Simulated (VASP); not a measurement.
A run of VASP 6.6.1 is set up as follows.

INCAR

```
SYSTEM = LaSi2Ir2
  ALGO = Normal
  EDIFF = 1E-6
  ENCUT = 520
  GGA = CA
  ISIF = 2
  ISMEAR = -1
  LASPH = .TRUE.
  LCHARG = .FALSE.
  LREAL = .FALSE.
  LWAVE = .FALSE.
  NBANDS = 26
  NELM = 100
  PREC = Accurate
  SIGMA = 0.1
```

The input KPOINTS:

```
k-points
0
G
  9 9 9
  0 0 0
```

POSCAR

```
LaSi2Ir2
1.0
   -2.0470000000      2.0470000000      5.1240000000
    2.0470000000     -2.0470000000      5.1240000000
    2.0470000000      2.0470000000     -5.1240000000
La Si Ir
1 2 2
Direct
    0.0000000000      0.0000000000      0.0000000000
    0.3730000000      0.3730000000      0.0000000000
    0.6270000000      0.6270000000      0.0000000000
    0.7500000000      0.2500000000      0.5000000000
    0.2500000000      0.7500000000      0.5000000000
```

Potentials or basis: VASP PAW LDA potentials, release 64 (La, Si, Ir).

The run is started by

```bash
$ cat potpaw_LDA.64/La/POTCAR potpaw_LDA.64/Si/POTCAR potpaw_LDA.64/Ir/POTCAR > POTCAR
$ mpirun -np 1 vasp_std > vasp.out
```

(1) What does it give for the largest force?

(2) Estimate the pressure.

## Answers

(1) 0.008 eV/Å.

(2) -1.8 GPa.
